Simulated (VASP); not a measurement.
# Zn6InO8 (a cell with a defect) in VASP: further runs

Runs on Zn6InO8 (a cell with a defect). Level: PBE. Tasks: single point.

All numbers are computed with VASP 6.6.1; they aren't measurements. Logs are shortened: lines on timing, memory, paths and dates and some standing lists are left out, and cuts for length are marked.

## Step 1: The cell of the first run

The cell holds a defect, 15 atoms: a = 6.499 Å, b = 5.628 Å, c = 5.204 Å, α = 90.00°, β = 90.00°, γ = 90.00°.

## Step 2: Single point, PBE

INCAR

```
ALGO     = Normal         # electronic algorithm
EDIFF    = 1E-6           # SCF threshold, eV
ENCUT    = 520            # plane-wave cutoff, eV
GGA      = PE             # functional
ISIF     = 2              # what is computed and relaxed
ISMEAR   = -1             # smearing method
LASPH    = True           # aspherical terms in the spheres
LCHARG   = False          # write CHGCAR
LREAL    = Auto         
LWAVE    = False          # write WAVECAR
NBANDS   = 80             # bands
NELECT   = 132.0        
NELM     = 80             # most SCF steps
PREC     = Accurate       # precision mode
SIGMA    = 0.05           # smearing width, eV
```

KPOINTS

```
k-points
0
Gamma
  2 2 2
```

POSCAR

```
Zn6InO8
1.0
   -3.2494000000     -5.6281260000      0.0000000000
    4.8741000000     -2.8140630000      0.0000000000
    0.0000000000      0.0000000000      5.2038000000
Zn O In
6 8 1
Direct
    0.5193316291      0.3265193976      0.0109812060
    0.4741958962      0.6721390913      0.5213236481
    0.2857461576      0.8299656479     -0.0083129636
    0.2463113951      0.1792559133      0.4979945424
    0.0143329023      0.3089719810     -0.0279699450
    0.7364433916      0.1771668937      0.5212857912
    0.4930305041      0.3497068833      0.3843449018
    0.5098199707      0.6450360093      0.8830712172
    0.2377566932      0.8487149625      0.3778062185
    0.2721682422      0.1587892096      0.8787424574
   -0.0122608253      0.3238777773      0.3742722626
    0.0320882675      0.6507928882      0.9295476383
    0.6859852581      0.8699508622      0.3848595257
    0.7592227659      0.1728186651      0.8848041816
   -0.0523327609      0.6935567442      0.3266368807
```

Potentials or basis: VASP PAW PBE potentials, release 64 (Zn, O, In_d).

The run is started by

```sh
> cat potpaw_PBE.64/Zn/POTCAR potpaw_PBE.64/O/POTCAR potpaw_PBE.64/In_d/POTCAR > POTCAR
> mpirun -np 1 vasp_std > vasp.out
```

OUTCAR:

```text
EDIFF = 1E-6
   ENCUT = 520
   GGA = PE
   ISIF = 2
   ISMEAR = -1
   LASPH = True
   LREAL = Auto
   NELECT = 132.0
   NELM = 80
   PREC = Accurate

 ion  position               nearest neighbor table
   1  0.519  0.327  0.011-  14 1.90   8 1.91   7 1.95  10 1.99   6 3.03
   2  0.474  0.672  0.521-   8 1.90  13 1.91   7 1.95   9 1.98   3 2.88  15 3.24
   3  0.286  0.830  0.992-   8 1.88  10 1.94  12 1.96   9 2.04   2 2.88  15 2.91
   4  0.246  0.179  0.498-   7 1.96   9 1.96  11 1.98  10 1.99   5 2.98  15 3.47
   5  0.014  0.309  0.972-  14 1.88  10 1.94  12 1.94  11 2.10  15 2.88   4 2.98
   6  0.736  0.177  0.521-  14 1.90  13 1.90  11 1.98   7 1.99   1 3.03  15 3.21  15 3.37
   7  0.493  0.350  0.384-   2 1.95   1 1.95   4 1.96   6 1.99
   8  0.510  0.645  0.883-   3 1.88   2 1.90   1 1.91
   9  0.238  0.849  0.378-   4 1.96   2 1.98   3 2.04  15 2.09
  10  0.272  0.159  0.879-   5 1.94   3 1.94   1 1.99   4 1.99
  11  0.988  0.324  0.374-   4 1.98   6 1.98   5 2.10  15 2.11
  12  0.032  0.651  0.930-   5 1.94   3 1.96  15 2.15
  13  0.686  0.870  0.385-   6 1.90   2 1.91  15 1.99
  14  0.759  0.173  0.885-   5 1.88   6 1.90   1 1.90
  15  0.948  0.694  0.327-  13 1.99   9 2.09  11 2.11  12 2.15   5 2.88   3 2.91   6 3.21   2 3.24
                             6 3.37   4 3.47

  LATTYP: Found a simple orthorhombic cell.
 ALAT       =     5.2038000000
 B/A-ratio  =     1.0815415505
 C/A-ratio  =     1.2488566224

  Lattice vectors:

 A1 = (   0.0000000000,   0.0000000000,  -5.2038000000)
 A2 = (   4.8741000000,  -2.8140630000,   0.0000000000)
 A3 = (  -3.2494000000,  -5.6281260000,   0.0000000000)

Analysis of symmetry for initial positions (statically):
=====================================================================
 Subroutine PRICEL returns:
 Original cell was already a primitive cell.

 Routine SETGRP: Setting up the symmetry group for a
 simple orthorhombic supercell.

 Subroutine GETGRP returns: Found  1 space group operations
 (whereof  1 operations were pure point group operations)
 out of a pool of  8 trial point group operations.

The static configuration has the point symmetry C_1 .

Analysis of symmetry for dynamics (positions and initial velocities):
=====================================================================
 Subroutine PRICEL returns:
 Original cell was already a primitive cell.

 Routine SETGRP: Setting up the symmetry group for a
 simple orthorhombic supercell.

 Subroutine GETGRP returns: Found  1 space group operations
 (whereof  1 operations were pure point group operations)
 out of a pool of  8 trial point group operations.

The dynamic configuration has the point symmetry C_1 .

 Subroutine INISYM returns: Found  1 space group operations
 (whereof  1 operations are pure point group operations),
 and found     1 'primitive' translations

----------------------------------------------------------------------------------------

                                     Primitive cell

  volume of cell :     190.3345

  direct lattice vectors                    reciprocal lattice vectors
    -3.249400000 -5.628126000  0.000000000    -0.076937281 -0.133259277  0.000000000
     4.874100000 -2.814063000  0.000000000     0.153874561 -0.088839518  0.000000000
     0.000000000  0.000000000  5.203800000     0.000000000  0.000000000  0.192167262

  length of vectors
     6.498800092  5.628125921  5.203800000     0.153874559  0.177679038  0.192167262

  position of ions in fractional coordinates (direct lattice)
     0.519331629  0.326519398  0.010981206
     0.474195896  0.672139091  0.521323648
     0.285746158  0.829965648  0.991687036
     0.246311395  0.179255913  0.497994542
     0.014332902  0.308971981  0.972030055
     0.736443392  0.177166894  0.521285791
     0.493030504  0.349706883  0.384344902
     0.509819971  0.645036009  0.883071217
     0.237756693  0.848714962  0.377806218
     0.272168242  0.158789210  0.878742457
     0.987739175  0.323877777  0.374272263
     0.032088268  0.650792888  0.929547638
     0.685985258  0.869950862  0.384859526
     0.759222766  0.172818665  0.884804182
     0.947667239  0.693556744  0.326636881

  ion indices of the primitive-cell ions
   primitive index   ion index
                 1           1
                 2           2
                 3           3
                 4           4
                 5           5
                 6           6
                 7           7
                 8           8
                 9           9
                10          10
                11          11
                12          12
                13          13
                14          14
                15          15

----------------------------------------------------------------------------------------

 KPOINTS: k-points

Automatic generation of k-mesh.
 Grid dimensions read from file:
 generate k-points for:    2    2    2

 Generating k-lattice:

  Cartesian coordinates                     Fractional coordinates (reciprocal lattice)
    -0.038468640 -0.066629638  0.000000000     0.500000000  0.000000000  0.000000000
     0.076937281 -0.044419759  0.000000000     0.000000000  0.500000000  0.000000000
     0.000000000  0.000000000  0.096083631     0.000000000  0.000000000  0.500000000

  Length of vectors
     0.076937280  0.088839519  0.096083631

  Shift w.r.t. Gamma in fractional coordinates (k-lattice)
     0.000000000  0.000000000  0.000000000

 Subroutine IBZKPT returns following result:
 ===========================================

 Found      8 irreducible k-points:

 Following reciprocal coordinates:
            Coordinates               Weight
  0.000000  0.000000  0.000000      1.000000
  0.500000 -0.000000  0.000000      1.000000
 -0.000000  0.500000  0.000000      1.000000
  0.500000  0.500000  0.000000      1.000000
  0.000000  0.000000  0.500000      1.000000
  0.500000 -0.000000  0.500000      1.000000
 -0.000000  0.500000  0.500000      1.000000
  0.500000  0.500000  0.500000      1.000000
   k-points           NKPTS =      8   k-points in BZ     NKDIM =      8   number of bands    NBANDS=     80
   number of dos      NEDOS =    301   number of ions     NIONS =     15
   total plane-waves  NPLWV =  80640
   dimension x,y,z NGX =    48 NGY =   42 NGZ =   40
   dimension x,y,z NGXF=    96 NGYF=   84 NGZF=   80
   ions per type =               6   8   1
   NGX,Y,Z   is equivalent  to a cutoff of  12.28, 12.41, 12.78 a.u.
   NGXF,Y,Z  is equivalent  to a cutoff of  24.56, 24.81, 25.56 a.u.
 SYSTEM =  unknown system
   PREC   = accura    normal or accurate (medium, high low for compatibility)
   ISTART =      0    job   : 0-new  1-cont  2-samecut
   ICHARG =      2    charge: 1-file 2-atom 10-const
   ISPIN  =      1    spin polarized calculation?
   LNONCOLLINEAR =      F non collinear calculations
   LSORBIT =      F    spin-orbit coupling
   LASPH  =      T    aspherical Exc in radial PAW
   ENCUT  =  520.0 eV  38.22 Ry    6.18 a.u.  12.08 10.46  9.68*2*pi/ulx,y,z
   NELM   =     80;   NELMIN=  2; NELMDL= -5     # of ELM steps
   EDIFF  = 0.1E-05   stopping-criterion for ELM
   LREAL  =      T    real-space projection
   EDIFFG = 0.1E-04   stopping-criterion for IOM
   NSW    =      0    number of steps for IOM
   IBRION =     -1    ionic relax: 0-MD 1-quasi-New 2-CG
   NFREE  =      0    steps in history (QN), initial steepest desc. (CG)
   ISIF   =      2    stress and relaxation
   ISYM   =      2    0-nonsym 1-usesym 2-fastsym
   POTIM  = 0.5000    time-step for ionic-motion
   TEBEG  =    0.0;   TEEND  =   0.0 temperature during run
   PSTRESS=    0.0 pullay stress
   NELECT =     132.0000    total number of electrons
   NUPDOWN=      -1.0000    fix difference up-down
   EMIN   =  10.00;   EMAX   =-10.00  energy-range for DOS
   EFERMI =   0.00;   METHOD = LEGACY
   ISMEAR =    -1;   SIGMA  =   0.05  broadening in eV -4-tet -1-fermi 0-gaus
   EFERMI_NEDOS =   21; number of points for ismear=-14 and -15
   IALGO  =     38    algorithm
   IMIX   =      4    mixing-type and parameters
     AMIX     =   0.40;   BMIX     =  1.00
     AMIX_MAG =   1.60;   BMIX_MAG =  1.00
  volume/ion in A,a.u.               =      12.69        85.63
  Fermi-wavevector in a.u.,A,eV,Ry     =   1.449084  2.738372 28.570125  2.099845
  Thomas-Fermi vector in A             =   2.566851
   LORBIT       =      0    0 simple, 1 ext, 2 COOP (PROOUT), +10 PAW based schemes
   GGA     = PE    functional components
[... 5 lines left out ...]
 non-spin polarized calculation
  energy-cutoff  :      520.00
  volume of cell :      190.33
 maximum number of plane-waves:      5148
   NGX = 25   NGY = 21   NGZ = 19

 number of electron     131.9999987 magnetization

 Free energy of the ion-electron system (eV)
  ---------------------------------------------------
  ext. energy  EPLUGINS =         0.00000000
  ---------------------------------------------------
  free energy    TOTEN  =       -68.20422201 eV

  energy without entropy =      -68.14181434  energy(sigma->0) =      -68.17301818

 E-fermi :   1.0248     XC(G=0): -10.4542

 val. band max:        0.9780720282   @ k =   0.5000   0.5000   0.0000
 cond. band min:       1.0584943820   @ k =  -0.0000   0.5000   0.0000
 fundamental gap:      0.0804223538
 Fermi energy:         1.0248495604

 k-point     1 :       0.0000    0.0000    0.0000
  band No.  band energies     occupation
      1     -16.7901      2.00000
      2     -16.2545      2.00000
      3     -16.1973      2.00000
      4     -16.1189      2.00000
      5     -16.0007      2.00000
      6     -15.8508      2.00000
[... 70 lines left out ...]
     77       9.9084      0.00000
     78      10.0120      0.00000
[... 565 lines left out ...]
     77      10.2755      0.00000
     78      10.6127      0.00000
 [bands above 78 left out]

------------------------ aborting loop because EDIFF is reached ----------------------------------------

  FORCE on cell =-STRESS in cart. coord.  units (eV):
  Direction    XX          YY          ZZ          XY          YZ          ZX
  --------------------------------------------------------------------------------------
  -------------------------------------------------------------------------------------
  Total        1.2550904      1.2956558      0.1859489     -0.4253511      1.3635250      3.0567662
  in kB       10.5649637     10.9064308      1.5652607     -3.5804741     11.4777326     25.7309146
  external PRESSURE =       7.6788851 kB  Pullay stress =       0.0000000 kB

 VOLUME and BASIS-vectors are now :
 -----------------------------------------------------------------------------
  energy-cutoff  :      520.00
  volume of cell :      190.33
      direct lattice vectors                 reciprocal lattice vectors
    -3.249400000 -5.628126000  0.000000000    -0.076937281 -0.133259277  0.000000000
     4.874100000 -2.814063000  0.000000000     0.153874561 -0.088839518  0.000000000
     0.000000000  0.000000000  5.203800000     0.000000000  0.000000000  0.192167262

 POSITION                                       TOTAL-FORCE (eV/Angst)
 -----------------------------------------------------------------------------------
     -0.09603     -3.84171      0.05714         0.009393      0.021779      0.000051
      1.73522     -4.56028      2.71286        -0.005342     -0.005496     -0.047772
      3.11683     -3.94379      5.16054         0.054247      0.007235      0.001423
      0.07335     -1.89071      2.59146         0.017151     -0.013397      0.015379
      1.45939     -0.95013      5.05825        -0.002530      0.007760     -0.002780
     -1.52947     -4.64336      2.71267         0.015465      0.023668     -0.052675
      0.10245     -3.75894      2.00005         0.003258     -0.004536     -0.018282
      1.48736     -4.68450      4.59533        -0.006319     -0.036430     -0.013216
      3.36415     -3.72646      1.96603        -0.012159     -0.018156      0.025969
     -0.11043     -1.97864      4.57280         0.015770     -0.015468      0.001824
     -1.63095     -6.47053      1.94764        -0.004562      0.006358      0.016489
      3.06776     -2.01197      4.83718         0.083740      0.040627     -0.012494
      2.01119     -6.30891      2.00273        -0.020513     -0.003683     -0.139736
     -1.62468     -4.75932      4.60434        -0.021725      0.044490     -0.013520
      0.30112     -7.28530      1.69975        -0.125876     -0.054753      0.239339
 -----------------------------------------------------------------------------------
    total drift:                               -0.009380     -0.008111     -0.013228

  FREE ENERGIE OF THE ION-ELECTRON SYSTEM (eV)
  ---------------------------------------------------
  free  energy   TOTEN  =       -68.2042220144 eV

  energy  without entropy=      -68.1418143402  energy(sigma->0) =      -68.17301818
```

Run time: 7.4 min. Hardware: 1 thread of Intel Xeon 8259CL, shared host; peak memory 0.31 GiB.

Results:

```yaml
Free_energy: -68.2042 eV
Largest_force: 0.276 eV/Å
```

Forces on the atoms (eV/Å):
```
Zn   0.009  0.022  0.000
Zn  -0.005 -0.005 -0.048
Zn   0.054  0.007  0.001
Zn   0.017 -0.013  0.015
Zn  -0.003  0.008 -0.003
Zn   0.015  0.024 -0.053
O    0.003 -0.005 -0.018
O   -0.006 -0.036 -0.013
O   -0.012 -0.018  0.026
O    0.016 -0.015  0.002
O   -0.005  0.006  0.016
O    0.084  0.041 -0.012
O   -0.021 -0.004 -0.140
O   -0.022  0.044 -0.014
In  -0.126 -0.055  0.239
```

Levels at points of the mesh, in eV from the Fermi level:
```
           k point  band 64  band 65  band 66  band 67  band 68  band 69
(0.00, 0.00, 0.00)    -0.32     0.23     0.26     0.33     1.52     5.05
(0.50, 0.00, 0.00)    -0.19    -0.16     0.04     0.17     3.19     3.79
(0.00, 0.50, 0.00)    -0.21    -0.18    -0.06     0.03     3.56     3.88
(0.50, 0.50, 0.00)    -0.40    -0.31    -0.11    -0.05     4.13     4.85
(0.00, 0.00, 0.50)    -0.28    -0.22     0.09     0.12     3.35     4.56
(0.50, 0.00, 0.50)    -0.50    -0.34    -0.24    -0.12     4.13     5.19
(0.00, 0.50, 0.50)    -0.57    -0.52    -0.25    -0.12     4.33     5.00
(0.50, 0.50, 0.50)    -0.66    -0.49    -0.38    -0.21     4.71     5.65
```

Caveat: the k points lie up to 0.60 Å⁻¹ apart; the cell carries a net charge on a neutralising background, which shifts energy and pressure; the cell is charged against a uniform background, so pressure and absolute levels hang on convention; spin-orbit coupling is left out, which moves the levels of the heavy elements.

(Part 1 of 2 ends here.)
